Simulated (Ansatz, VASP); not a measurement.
## BaS in VASP and in Ansatz

```
Ba S
1.0
     5.35495    0.00000    0.00000
    -2.67747    4.63752    0.00000
     0.00000    0.00000    6.39263
Ba S
2 2
Direct
  0.33333 0.66667 0.93750
  0.66667 0.33333 0.43750
  0.33333 0.66667 0.43750
  0.66667 0.33333 0.93750
```

Change from the starting cell: epitaxial_xy strain -0.5%.

Alike in both runs: task single point; functional r2SCAN; k mesh 6 × 6 × 4; no spin polarisation.

|  | VASP | Ansatz |
| --- | --- | --- |
| version | VASP 6.6.1 | Ansatz 0.2.0 |
| potentials or method | VASP PAW PBE potentials, release 64 (Ba_sv, S) | plane waves, PAW |
| plane-wave cutoff (eV) | 520 | 500 |
| occupations | gaussian, width 0.01 eV | fixed |
| valence electrons in the cell | 32 | 32 |

|  | VASP | Ansatz | Ansatz less VASP |
| --- | --- | --- | --- |
| gap on the k mesh at the Fermi level (eV) | 2.82 | 2.90 | +0.083 |
| pressure (GPa) | 0.7 | 0.3 | -0.46 |
| traceless stress, the component that is largest in VASP (GPa) | -0.22 | -0.27 | -0.053 |

VASP's potentials were made for PBE, not for r2SCAN.

Neither program's run includes spin-orbit coupling.
